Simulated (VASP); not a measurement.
# Mn (P6/mmm) in VASP: notebook

Runs on Mn. Level: PBEsol. Tasks: single point.

All numbers are computed with VASP 6.6.1; they aren't measurements. Logs are shortened: lines on timing, memory, paths and dates and some standing lists are left out, and cuts for length are marked.

## 1. The cell of the first run

Symmetry: P6/mmm, No. 191, hexagonal system. Conventional cell: a = 3.857 Å, b = 3.857 Å, c = 2.421 Å, α = 90.00°, β = 90.00°, γ = 120.00°. Within 3.2 Å of Mn (site symmetry 6/mmm) lie 14 Mn at 2.42 to 2.53 Å. Mn (site symmetry -6m2) has 11 Mn at 2.23 to 2.53 Å within 2.9 Å.

This isn't the form of Mn at room conditions, which is a 58-atom cubic cell.

## 2. Single point, PBEsol (10.40 Å³/atom)

File INCAR:

```
ALGO = Normal
EDIFF = 1E-6
ENCUT = 520
GGA = PS
ISIF = 2
ISMEAR = -1
LASPH = True
LCHARG = False
LREAL = False
LWAVE = False
NBANDS = 26
NELM = 80
PREC = Accurate
SIGMA = 0.1
```

File KPOINTS:

```
k-points
0
Gamma
  11 11 15
```

File POSCAR:

```
Mn
1.0
    3.8570464222      0.0000000000      0.0000000000
   -1.9285232111      3.3403001852      0.0000000000
    0.0000000000      0.0000000000      2.4209953988
Mn
3
Direct
    0.0000000000      1.0000000000      0.0000000000
    0.3333333333      0.6666666667      0.5000000000
    0.6666666667      0.3333333333      0.5000000000
```

Potentials or basis: VASP PAW PBE potentials, release 64 (Mn_pv).

The run is started by

```bash
$ cat potpaw_PBE.64/Mn_pv/POTCAR > POTCAR
$ mpirun -np 1 vasp_std > vasp.out
```

OUTCAR:

```text
EDIFF = 1E-6
   ENCUT = 520
   GGA = PS
   ISIF = 2
   ISMEAR = -1
   LASPH = True
   LREAL = False
   NELM = 80
   PREC = Accurate

 ion  position               nearest neighbor table
   1  0.000  0.000  0.000-   2 2.53   3 2.53   2 2.53   3 2.53   2 2.53   2 2.53   3 2.53   3 2.53
                             3 2.53   3 2.53   2 2.53   2 2.53
   2  0.333  0.667  0.500-   3 2.23   3 2.23   3 2.23   1 2.53   1 2.53   1 2.53   1 2.53   1 2.53
                             1 2.53
   3  0.667  0.333  0.500-   2 2.23   2 2.23   2 2.23   1 2.53   1 2.53   1 2.53   1 2.53   1 2.53
                             1 2.53

  LATTYP: Found a hexagonal cell.
 ALAT       =     3.8570464222
 C/A-ratio  =     0.6276811668

  Lattice vectors:

 A1 = (   3.8570464222,   0.0000000000,   0.0000000000)
 A2 = (  -1.9285232111,   3.3403001852,   0.0000000000)
 A3 = (   0.0000000000,   0.0000000000,   2.4209953988)

Analysis of symmetry for initial positions (statically):
=====================================================================
 Subroutine PRICEL returns:
 Original cell was already a primitive cell.

 Routine SETGRP: Setting up the symmetry group for a
 hexagonal supercell.

 Subroutine GETGRP returns: Found 24 space group operations
 (whereof 24 operations were pure point group operations)
 out of a pool of 24 trial point group operations.

The static configuration has the point symmetry D_6h.

Analysis of symmetry for dynamics (positions and initial velocities):
=====================================================================
 Subroutine PRICEL returns:
 Original cell was already a primitive cell.

 Routine SETGRP: Setting up the symmetry group for a
 hexagonal supercell.

 Subroutine GETGRP returns: Found 24 space group operations
 (whereof 24 operations were pure point group operations)
 out of a pool of 24 trial point group operations.

The dynamic configuration has the point symmetry D_6h.

 Subroutine INISYM returns: Found 24 space group operations
 (whereof 24 operations are pure point group operations),
 and found     1 'primitive' translations

----------------------------------------------------------------------------------------

                                     Primitive cell

  volume of cell :      31.1914

  direct lattice vectors                    reciprocal lattice vectors
     3.857046422  0.000000000  0.000000000     0.259265741  0.149687146  0.000000000
    -1.928523211  3.340300185  0.000000000     0.000000000  0.299374291  0.000000000
     0.000000000  0.000000000  2.420995399     0.000000000  0.000000000  0.413053243

  length of vectors
     3.857046422  3.857046422  2.420995399     0.299374291  0.299374291  0.413053243

  position of ions in fractional coordinates (direct lattice)
     0.000000000  0.000000000  0.000000000
     0.333333333  0.666666667  0.500000000
     0.666666667  0.333333333  0.500000000

  ion indices of the primitive-cell ions
   primitive index   ion index
                 1           1
                 2           2
                 3           3

----------------------------------------------------------------------------------------

 KPOINTS: k-points

Automatic generation of k-mesh.
 Grid dimensions read from file:
 generate k-points for:   11   11   15

 Generating k-lattice:

  Cartesian coordinates                     Fractional coordinates (reciprocal lattice)
     0.023569613  0.013607922  0.000000000     0.090909091  0.000000000  0.000000000
     0.000000000  0.027215845  0.000000000     0.000000000  0.090909091  0.000000000
     0.000000000  0.000000000  0.027536883     0.000000000  0.000000000  0.066666667

  Length of vectors
     0.027215845  0.027215845  0.027536883

  Shift w.r.t. Gamma in fractional coordinates (k-lattice)
     0.000000000  0.000000000  0.000000000

 Subroutine IBZKPT returns following result:
 ===========================================

 Found    128 irreducible k-points:

 Following reciprocal coordinates:
            Coordinates               Weight
  0.000000  0.000000  0.000000      1.000000
  0.090909  0.000000  0.000000      6.000000
  0.181818  0.000000  0.000000      6.000000
  0.272727  0.000000  0.000000      6.000000
  0.363636  0.000000  0.000000      6.000000
  0.454545  0.000000  0.000000      6.000000
[... 16 lines left out ...]
  0.090909  0.090909  0.066667     12.000000
  0.181818  0.090909  0.066667     24.000000
 [... further k-points ...]
   k-points           NKPTS =    128   k-points in BZ     NKDIM =    128   number of bands    NBANDS=     26
   number of dos      NEDOS =    301   number of ions     NIONS =      3
   total plane-waves  NPLWV =  16200
   dimension x,y,z NGX =    30 NGY =   30 NGZ =   18
   dimension x,y,z NGXF=    60 NGYF=   60 NGZF=   36
   ions per type =               3
   NGX,Y,Z   is equivalent  to a cutoff of  12.93, 12.93, 12.36 a.u.
   NGXF,Y,Z  is equivalent  to a cutoff of  25.86, 25.86, 24.72 a.u.
 SYSTEM =  unknown system
   PREC   = accura    normal or accurate (medium, high low for compatibility)
   ISTART =      0    job   : 0-new  1-cont  2-samecut
   ICHARG =      2    charge: 1-file 2-atom 10-const
   ISPIN  =      1    spin polarized calculation?
   LNONCOLLINEAR =      F non collinear calculations
   LSORBIT =      F    spin-orbit coupling
   LASPH  =      T    aspherical Exc in radial PAW
   ENCUT  =  520.0 eV  38.22 Ry    6.18 a.u.   7.17  7.17  4.50*2*pi/ulx,y,z
   NELM   =     80;   NELMIN=  2; NELMDL= -5     # of ELM steps
   EDIFF  = 0.1E-05   stopping-criterion for ELM
   LREAL  =      F    real-space projection
   EDIFFG = 0.1E-04   stopping-criterion for IOM
   NSW    =      0    number of steps for IOM
   IBRION =     -1    ionic relax: 0-MD 1-quasi-New 2-CG
   NFREE  =      0    steps in history (QN), initial steepest desc. (CG)
   ISIF   =      2    stress and relaxation
   ISYM   =      2    0-nonsym 1-usesym 2-fastsym
   POTIM  = 0.5000    time-step for ionic-motion
   TEBEG  =    0.0;   TEEND  =   0.0 temperature during run
   PSTRESS=    0.0 pullay stress
   NELECT =      39.0000    total number of electrons
   NUPDOWN=      -1.0000    fix difference up-down
   EMIN   =  10.00;   EMAX   =-10.00  energy-range for DOS
   EFERMI =   0.00;   METHOD = LEGACY
   ISMEAR =    -1;   SIGMA  =   0.10  broadening in eV -4-tet -1-fermi 0-gaus
   EFERMI_NEDOS =   21; number of points for ismear=-14 and -15
   IALGO  =     38    algorithm
   IMIX   =      4    mixing-type and parameters
     AMIX     =   0.40;   BMIX     =  1.00
     AMIX_MAG =   1.60;   BMIX_MAG =  1.00
  volume/ion in A,a.u.               =      10.40        70.16
  Fermi-wavevector in a.u.,A,eV,Ry     =   1.763674  3.332860 42.321537  3.110545
  Thomas-Fermi vector in A             =   2.831803
   LORBIT       =      0    0 simple, 1 ext, 2 COOP (PROOUT), +10 PAW based schemes
   GGA     = PS    functional components
   LHFCALC =     F    Hartree Fock is set to
   AEXX    =    0.0000 exact exchange contribution
   IVDW    =     0    specifies the selected vdW correction
   LEPSILON=     F    determine dielectric tensor
   LRPA    =     F    only Hartree local field effects (RPA)
 non-spin polarized calculation
  energy-cutoff  :      520.00
  volume of cell :       31.19
 maximum number of plane-waves:       859
 NGX is ok and might be reduce to    30
   NGX = 15   NGY = 15   NGZ =  9

 number of electron      39.0000085 magnetization

 Free energy of the ion-electron system (eV)
  ---------------------------------------------------
  ext. energy  EPLUGINS =         0.00000000
  ---------------------------------------------------
  free energy    TOTEN  =       -29.03832923 eV

  energy without entropy =      -28.93369952  energy(sigma->0) =      -28.98601437

 E-fermi :  10.7527     XC(G=0): -14.3765

 val. band max:       10.7473394061   @ k =   0.4545   0.0909   0.0000
 cond. band min:      10.7600431293   @ k =   0.1818   0.0909   0.0667
 fundamental gap:      0.0127037232
 Fermi energy:        10.7527082329

 k-point     1 :       0.0000    0.0000    0.0000
  band No.  band energies     occupation
      1     -37.3993      2.00000
      2     -37.3993      2.00000
      3     -37.0399      2.00000
      4     -37.0399      2.00000
      5     -36.8982      2.00000
      6     -36.6880      2.00000
[... 18 lines left out ...]
     25      12.7886      0.00000
     26      19.7818      0.00000

 k-point     2 :       0.0909    0.0000    0.0000
  band No.  band energies     occupation
      1     -37.4187      2.00000
      2     -37.4031      2.00000
      3     -37.0162      2.00000
      4     -37.0115      2.00000
      5     -36.8930      2.00000
      6     -36.6909      2.00000
[... 18 lines left out ...]
     25      12.7724      0.00000
     26      18.0900      0.00000

 k-point     3 :       0.1818    0.0000    0.0000
  band No.  band energies     occupation
      1     -37.4623      2.00000
      2     -37.4012      2.00000
      3     -36.9596      2.00000
      4     -36.9431      2.00000
      5     -36.8781      2.00000
      6     -36.6992      2.00000
[... 18 lines left out ...]
     25      12.7227      0.00000
     26      16.3852      0.00000

 k-point     4 :       0.2727    0.0000    0.0000
  band No.  band energies     occupation
      1     -37.5087      2.00000
      2     -37.3747      2.00000
      3     -36.8923      2.00000
      4     -36.8650      2.00000
      5     -36.8551      2.00000
      6     -36.7573      2.00000
[... 18 lines left out ...]
     25      12.6374      0.00000
     26      14.8874      0.00000
[... 496 lines left out ...]
      1     -37.5577      2.00000
      2     -37.2510      2.00000
      3     -36.9931      2.00000
      4     -36.8266      2.00000
      5     -36.7875      2.00000
      6     -36.7762      2.00000
[... 18 lines left out ...]
     25      12.7645      0.00000
     26      12.9332      0.00000

 k-point    23 :       0.0909    0.0909    0.0667
  band No.  band energies     occupation
      1     -37.4421      2.00000
      2     -37.4029      2.00000
      3     -36.9688      2.00000
      4     -36.9672      2.00000
      5     -36.8988      2.00000
      6     -36.7171      2.00000
[... 18 lines left out ...]
     25      12.7055      0.00000
     26      17.1252      0.00000

 k-point    24 :       0.1818    0.0909    0.0667
  band No.  band energies     occupation
      1     -37.4796      2.00000
      2     -37.3926      2.00000
      3     -36.9160      2.00000
      4     -36.9056      2.00000
      5     -36.8652      2.00000
      6     -36.7374      2.00000
[... 18 lines left out ...]
     25      12.6475      0.00000
     26      15.6099      0.00000

 [... further k-points ...]

------------------------ aborting loop because EDIFF is reached ----------------------------------------

  FORCE on cell =-STRESS in cart. coord.  units (eV):
  Direction    XX          YY          ZZ          XY          YZ          ZX
  --------------------------------------------------------------------------------------
  -------------------------------------------------------------------------------------
  Total        0.0148131      0.0148131      0.0187634      0.0000000     -0.0000000     -0.0000000
  in kB        0.7608891      0.7608891      0.9638020      0.0000000     -0.0000000     -0.0000000
  external PRESSURE =       0.8285267 kB  Pullay stress =       0.0000000 kB

 VOLUME and BASIS-vectors are now :
 -----------------------------------------------------------------------------
  energy-cutoff  :      520.00
  volume of cell :       31.19
      direct lattice vectors                 reciprocal lattice vectors
     3.857046422  0.000000000  0.000000000     0.259265741  0.149687146  0.000000000
    -1.928523211  3.340300185  0.000000000     0.000000000  0.299374291  0.000000000
     0.000000000  0.000000000  2.420995399     0.000000000  0.000000000  0.413053243

 POSITION                                       TOTAL-FORCE (eV/Angst)
 -----------------------------------------------------------------------------------
      0.00000      0.00000      0.00000        -0.000000      0.000000      0.000000
     -0.00000      2.22687      1.21050         0.000000      0.000000      0.000000
      1.92852      1.11343      1.21050        -0.000000     -0.000000      0.000000
 -----------------------------------------------------------------------------------
    total drift:                               -0.000000      0.000000      0.000000

  FREE ENERGIE OF THE ION-ELECTRON SYSTEM (eV)
  ---------------------------------------------------
  free  energy   TOTEN  =       -29.0383292338 eV

  energy  without entropy=      -28.9336995159  energy(sigma->0) =      -28.98601437
```

Wall time 2.8 min (1 thread of Intel Xeon 8259CL, shared host); peak memory 0.2 GiB.

What came out:

```
Free energy            : -29.0383 eV
Pressure               : 0.1 GPa
Band gap on the k mesh : zero (an odd number of electrons rules out a gap without spin polarisation)
```

Levels at points of the mesh, in eV from the Fermi level:
| k point | band 16 | band 17 | band 18 | band 19 | band 20 | band 21 | band 22 | band 23 |
| --- | --- | --- | --- | --- | --- | --- | --- | --- |
| (0.00, 0.00, 0.00) | -1.78 | -1.18 | -0.58 | -0.58 | -0.12 | -0.12 | -0.01 | -0.01 |

Caveat: the PAW data sets were made with another functional, which shifts forces and pressure a little; the run has no spin polarisation, though such a crystal can be magnetic.

## 3. Single point, PBEsol (10.81 Å³/atom)

This run uses another cell than the first one, of 10.81 Å³/atom.

File INCAR:

```
SYSTEM = Mn
PREC = Accurate
ENCUT = 520
EDIFF = 1E-6
ISMEAR = -1
SIGMA = 0.1
LREAL = .FALSE.
LASPH = .TRUE.
NELM = 100
ALGO = Normal
ISIF = 2
LWAVE = .FALSE.
LCHARG = .FALSE.
GGA = PS
NBANDS = 26
```

File KPOINTS:

```
regular mesh
0
G
  11 11 15
  0 0 0
```

File POSCAR:

```
Mn
1.0
    3.9078028536      0.0000000000      0.0000000000
   -1.9539014268      3.3842565443      0.0000000000
    0.0000000000      0.0000000000      2.4528542549
Mn
3
Direct
    0.0000000000      1.0000000000      0.0000000000
    0.3333333333      0.6666666667      0.5000000000
    0.6666666667      0.3333333333      0.5000000000
```

Potentials or basis: VASP PAW PBE potentials, release 64 (Mn_pv).

The run is started by

```bash
$ cat potpaw_PBE.64/Mn_pv/POTCAR > POTCAR
$ mpirun -np 1 vasp_std > vasp.out
```

Run time: 2.9 min. Hardware: 1 thread of Intel Xeon 8259CL, shared host; peak memory 0.2 GiB.

It converged, with:

```yaml
Free_energy: -28.9950 eV
Pressure: -10.8 GPa
Band_gap_on_the_k_mesh: zero (an odd number of electrons rules out a gap without spin polarisation)
```

Stress tensor (GPa, compression positive):
```
-11.11   0.00   0.00
  0.00 -11.11   0.00
  0.00   0.00 -10.28
```

Levels at points of the mesh, in eV from the Fermi level:
| k point | band 16 | band 17 | band 18 | band 19 | band 20 | band 21 | band 22 | band 23 |
| --- | --- | --- | --- | --- | --- | --- | --- | --- |
| (0.00, 0.00, 0.00) | -1.70 | -1.12 | -0.54 | -0.54 | -0.11 | -0.11 | 0.00 | 0.00 |

Caveat: the cell stands under tension; the PAW data sets were made with another functional, which shifts forces and pressure a little; the run has no spin polarisation, though such a crystal can be magnetic. Spin polarisation is off, so any magnetic state and its effect on volume and gap are missing.
